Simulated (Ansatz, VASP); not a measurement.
**SiC: VASP beside Ansatz**

```
Si C
1.0
     0.00000    2.17466    2.17466
     2.17466    0.00000    2.17466
     2.17466    2.17466    0.00000
Si C
1 1
Direct
  0.00000 0.00000 0.00000
  0.25000 0.25000 0.25000
```

Alike in both runs: functional HSE06; k mesh 6 × 6 × 6; occupations gaussian, width 0.02 eV; no spin polarisation.

Ansatz relaxed the structure, and its values are those at the end. VASP's run is a single point on that final structure, the one shown.

```csv
,VASP,Ansatz
version,VASP 6.6.1,Ansatz 0.2.0
potentials or method,"VASP PAW PBE potentials, release 64 (Si, C), cutoff 520 eV","scalar-relativistic, plane waves, PAW"
valence electrons in the cell,8,8
```

```tsv
	VASP	Ansatz	Ansatz less VASP
gap on the k mesh at the Fermi level (eV)	2.23	2.22	-0.004
least direct gap on the mesh (eV)	5.74	5.73	-0.010
pressure (GPa)	-0.4	0.0	+0.40
```

With one functional, cell and mesh, what is left measures potentials, basis and numerics.
